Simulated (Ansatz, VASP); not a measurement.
# Si3N4 in VASP and in Ansatz

File INCAR:

```
  PREC = Accurate
  ENCUT = 600
  EDIFF = 1E-6
  ISMEAR = 0
  SIGMA = 0.02
  LREAL = F
  LASPH = T
  NELM = 80
  ALGO = Normal
  ISIF = 3
  LWAVE = F
  LCHARG = F
  GGA = PE
  IBRION = 2
  NSW = 100
  EDIFFG = -0.01
```

The input KPOINTS:

```
regular mesh
0
Gamma
  6 6 10
```

Contents of POSCAR:

```
Si3N4
1.0
    2.8571571482     -3.6796735128      0.0000000000
    2.8571571482      3.6796735128      0.0000000000
    0.0000000000      0.0000000000      2.7935482017
Si N
3 4
Direct
    0.5000000000      0.0000000000      0.5000000000
    0.0000000000      0.5000000000      0.5000000000
    0.0000000000      0.0000000000      0.0000000000
    0.7809335195      0.7809335195      0.5000000000
    0.2190664805      0.2190664805      0.5000000000
    0.2446059867      0.7553940133      0.0000000000
    0.7553940133      0.2446059867      0.0000000000
```

Input for Ansatz:

```yaml
crystal:
  lattice:
    - [2.8571571482, -3.6796735128, 0.0]
    - [2.8571571482, 3.6796735128, 0.0]
    - [0.0, 0.0, 2.7935482017]
  atoms:
    - { symbol: Si, position: [0.5, 0.0, 0.5] }
    - { symbol: Si, position: [0.0, 0.5, 0.5] }
    - { symbol: Si, position: [0.0, 0.0, 0.0] }
    - { symbol: "N", position: [0.7809335195, 0.7809335195, 0.5] }
    - { symbol: "N", position: [0.2190664805, 0.2190664805, 0.5] }
    - { symbol: "N", position: [0.2446059867, 0.7553940133, 0.0] }
    - { symbol: "N", position: [0.7553940133, 0.2446059867, 0.0] }
basis:
  ecutwfc: 420
kpoints:
  mp_grid: { grid: [6, 6, 10] }
hamiltonian:
  xc: pbe
scf:
  occupations: { method: gaussian, width: 0.02 }
output:
  forces: true
  stress: true
  eigenvalues: true
relax:
  adjacent_minimum: "off"
  f_tol: 0.01
  max_steps: 80
  cell: { stress_tol: 0.05 }
```

Change from the starting cell: species swapped into the Ni3O4 type (Cmmm, No. 65).

Alike in both runs: task relaxation of cell and atoms; functional PBE; k mesh 6 × 6 × 10; occupations gaussian, width 0.02 eV; no spin polarisation.

|  | VASP | Ansatz |
| --- | --- | --- |
| version | VASP 6.6.1 | Ansatz 0.2.0 |
| potentials or method | VASP PAW PBE potentials, release 64 (Si, N), cutoff 600 eV | scalar-relativistic, plane waves, PAW |
| valence electrons in the cell | 32 | 32 |

|  | VASP | Ansatz | Ansatz less VASP |
| --- | --- | --- | --- |
| gap on the k mesh at the Fermi level, each at its own relaxed structure (eV) | 0.81 | 0.82 | +0.011 |
| relaxed volume (Å³/atom) | 8.39 | 8.39 | +0.003 |
| relaxed cell length with the largest relative difference (Å) | 4.658 | 4.659 | +0.0007 |
